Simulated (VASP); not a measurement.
Input of a VASP 6.6.1 run:

POSCAR

```
Cd
1.0
    2.9788700000      0.0000000000      0.0000000000
   -1.4894350000      2.5797770946      0.0000000000
    0.0000000000      0.0000000000      5.6176500000
Cd
2
Direct
    0.6666666667      0.3333333333      0.7500000000
    0.3333333333      0.6666666667      0.2500000000
```

Contents of INCAR.step1:

```
  ALGO = Normal
  EDIFF = 1E-5
  ENCUT = 520
  GGA = PE
  ISIF = 2
  ISMEAR = 0
  LASPH = True
  LCHARG = False
  LREAL = False
  LWAVE = True
  NBANDS = 19
  NELM = 80
  PREC = Accurate
  SIGMA = 0.1
```

INCAR.step2

```
  AEXX = 0.2
  AGGAC = 0.81
  AGGAX = 0.72
  ALDAC = 0.19
  ALGO = Normal
  EDIFF = 1E-6
  ENCUT = 520
  GGA = B3
  ISIF = 2
  ISMEAR = 0
  ISTART = 1
  IVDW = 12
  LASPH = True
  LCHARG = False
  LHFCALC = True
  LREAL = False
  LWAVE = False
  NBANDS = 19
  NELM = 80
  PREC = Accurate
  PRECFOCK = Normal
  SIGMA = 0.1
```

KPOINTS

```
k-points
0
Gamma
  5 5 3
```

Potentials or basis: VASP PAW PBE potentials, release 64 (Cd).

Run with:

```sh
$ cat potpaw_PBE.64/Cd/POTCAR > POTCAR
$ cp INCAR.step1 INCAR
$ mpirun -np 1 vasp_std > vasp.out
$ cp INCAR.step2 INCAR
$ mpirun -np 1 vasp_std > vasp.out
```

(1) Estimate the dispersion energy per atom.

(2) Predict the pressure.

(3) What does it give for the band gap on the k mesh?

## Answers

(1) -0.877 eV.

(2) -0.3 GPa.

(3) zero (bands 12 and 13 overlap by 3.65 eV).

Caveat: the k points lie up to 0.49 Å⁻¹ apart, too coarse for converged energies and pressures of a metal; the PAW data sets were made with another functional, which shifts forces and pressure a little.
